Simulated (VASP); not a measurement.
AlAg, 2 atoms in the cell. Symmetry: P-6m2, No. 187, hexagonal system. The conventional cell has a = 2.923 Å, b = 2.923 Å, c = 4.452 Å, α = 90.00°, β = 90.00°, γ = 120.00°. Within 3.7 Å of Al (site symmetry -6m2) lie 6 Ag at 2.79 Å and 6 Al at 2.92 Å. Within 3.7 Å of Ag (site symmetry -6m2) lie 6 Al at 2.79 Å and 6 Ag at 2.92 Å. 

```yaml
Program: VASP 6.6.1
Task: single point
Functional: r2SCAN
Potentials_or_basis: VASP PAW PBE potentials, release 64 (Al, Ag)
Cutoff: 520 eV
k_mesh: 8 × 8 × 5
Occupations: fermi-dirac, width 0.1 eV
Spin: no spin polarisation
Dipole_correction: no
Further_INCAR_settings: ALGO = Normal; EDIFF = 1e-06; NBANDS = 14
```

Potentials or basis: VASP PAW PBE potentials, release 64 (Al, Ag).

Command:

```bash
$ cat potpaw_PBE.64/Al/POTCAR potpaw_PBE.64/Ag/POTCAR > POTCAR
$ cp INCAR.step1 INCAR
$ mpirun -np 1 vasp_std > vasp.out
$ cp INCAR.step2 INCAR
$ mpirun -np 1 vasp_std > vasp.out
```

Hardware: 1 thread of Intel(R) Xeon(R) 6975P-C (Granite Rapids), on a shared host.

Question: How long does it take, and how much memory?

Answer: It took 22 s on 1 thread of Intel(R) Xeon(R) 6975P-C (Granite Rapids), on a shared host, peak memory 0.17 GiB. Counts: k points 30.
